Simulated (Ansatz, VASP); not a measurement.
## One calculation of Hf, two programs

INCAR

```
PREC = Accurate ; ENCUT = 520
EDIFF = 1E-8 ; ISMEAR = -1
SIGMA = 0.08 ; LREAL = F
LASPH = T ; NELM = 100
ALGO = Normal ; ISIF = 2
LWAVE = F ; LCHARG = F
GGA = PS ; LEFG = T
NBANDS = 11
```

File KPOINTS:

```
Automatic mesh
0
Gamma
  16 16 16
```

POSCAR

```
Hf
1.0
   -1.7869500000      1.8050000000      1.8050000000
    1.8050000000     -1.7869500000      1.8050000000
    1.8050000000      1.8050000000     -1.7869500000
Hf
1
Direct
    0.0000000000      0.0000000000      0.0000000000
```

Input for Ansatz:

```yaml
crystal:
  lattice:
    - [-1.78695, 1.805, 1.805]
    - [1.805, -1.78695, 1.805]
    - [1.805, 1.805, -1.78695]
  atoms:
    - { symbol: Hf, position: [0.0, 0.0, 0.0] }
kpoints:
  mp_grid: { grid: [16, 16, 16] }
scf:
  occupations: { method: fermi_dirac, width: 0.08 }
hamiltonian:
  xc: pbesol
  pseudopotentials: { kind: all_electron, datasets: crystal }
output:
  forces: true
  stress: true
  eigenvalues: true
  efg: { contact_densities: true }
```

Change from the starting cell: equal xy, yz and zx shear strains of +1 %, crystal datasets.

Alike in both runs: task electric field gradients; functional PBEsol; k mesh 16 × 16 × 16; occupations fermi-dirac, width 0.08 eV; no spin polarisation.

|  | VASP | Ansatz |
| --- | --- | --- |
| version | VASP 6.6.1 | Ansatz 0.2.0 |
| potentials or method | VASP PAW PBE potentials, release 64 (Hf_pv), cutoff 520 eV | all-electron PAW with datasets made for the crystal, scalar-relativistic |

```tsv
	VASP	Ansatz	Ansatz less VASP
pressure (GPa)	-9.2	-8.9	+0.33
traceless stress, the component that is largest in VASP (GPa)	-0.45	-0.45	-0.004
size of Vzz on the site where it differs most (V/Å²)	20.7	21.1	+0.45
```

VASP's potentials were made for PBE, not for PBEsol. Ansatz ran all-electron here, and VASP with PAW potentials.

Neither program's run includes spin-orbit coupling.
